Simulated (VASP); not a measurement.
Al4P: single point with PBE

The system is Al4P.

```
Al P
1.0
    -2.11319    2.11319    5.07016
     2.11319   -2.11319    5.07016
     2.11319    2.11319   -5.07016
Al P
4 1
Direct
  0.75000 0.25000 0.50000
  0.61779 0.61779 0.00000
  0.38221 0.38221 0.00000
  0.25000 0.75000 0.50000
  0.00000 0.00000 0.00000
```

```
Program             : VASP 6.6.1
Task                : single point
Functional          : PBE
Potentials or basis : VASP PAW PBE potentials, release 64 (Al, P)
Cutoff              : 520 eV
k mesh              : 6 × 6 × 6
Occupations         : gaussian, width 0.1 eV
Spin                : no spin polarisation
```

The pressure is 7.3 GPa. The largest force is 1.167 eV/Å.

Forces on the atoms (eV/Å):
```
Al   0.000  0.000  0.000
Al   0.000  0.000 -1.167
Al   0.000  0.000  1.167
Al   0.000  0.000  0.000
P    0.000  0.000  0.000
```

Stress tensor (GPa, compression positive):
```
 3.54  0.00  0.00
 0.00  3.54  0.00
 0.00  0.00 14.89
```

Levels at points of the mesh, in eV from the Fermi level:
| k point | band 5 | band 6 | band 7 | band 8 | band 9 | band 10 | band 11 | band 12 | band 13 | band 14 |
| --- | --- | --- | --- | --- | --- | --- | --- | --- | --- | --- |
| (0.00, 0.00, 0.00) | -2.22 | -2.22 | -2.00 | -2.00 | -1.60 | -0.69 | 1.10 | 2.99 | 2.99 | 4.95 |
| (0.50, 0.00, 0.00) | -1.77 | -1.52 | -1.19 | -0.95 | -0.24 | 0.32 | 1.32 | 1.36 | 3.04 | 3.26 |
| (0.50, 0.50, 0.00) | -5.47 | -4.42 | -2.31 | -1.66 | -1.14 | -0.87 | 3.06 | 4.41 | 4.76 | 6.64 |
| (0.50, 0.50, 0.50) | -3.34 | -1.34 | -0.10 | 0.41 | 0.54 | 0.54 | 1.80 | 2.28 | 2.28 | 3.11 |

Wall time 61 s on 1 thread of Intel Xeon 6975P-C, on a shared host, peak memory 0.3 GiB.

Caveat: forces of over 1 eV/Å act on the atoms, so gaps and moduli don't describe the material at rest.
